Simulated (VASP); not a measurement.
Input of a VASP 6.6.1 run:

The input INCAR:

```
ALGO = Normal ; EDIFF = 1E-6
ENCUT = 520 ; GGA = PS
ISIF = 2 ; ISMEAR = 0
LASPH = True ; LCHARG = True
LELF = True ; LREAL = False
LVHAR = True ; LWAVE = False
NBANDS = 16 ; NELM = 80
PREC = Accurate ; SIGMA = 0.15
```

File KPOINTS:

```
k-points
0
Gamma
  16 16 16
```

POSCAR

```
Si2Ni
1.0
    0.0000000000      2.9113612320      2.6957048444
    2.9113612320      0.0000000000      2.6957048444
    2.9113612320      2.9113612320      0.0000000000
Si Ni
2 1
Direct
    0.2500000000      0.2500000000      0.2500000000
    0.7500000000      0.7500000000      0.7500000000
    0.0000000000      0.0000000000      0.0000000000
```

Potentials or basis: VASP PAW PBE potentials, release 64 (Si, Ni).

Command:

```bash
$ cat potpaw_PBE.64/Si/POTCAR potpaw_PBE.64/Ni/POTCAR > POTCAR
$ mpirun -np 1 vasp_std > vasp.out
```

(1) Predict the pressure.

(2) Predict the band gap on the k mesh.

Results:

(1) -17.1 GPa.

(2) zero (bands 9 and 10 overlap by 2.68 eV).

Caveat: the cell differs from its parent crystal (strain +0.080 along x and y, +0.000 along z); the cell stands under tension; the PAW data sets were made with another functional, which shifts forces and pressure a little.
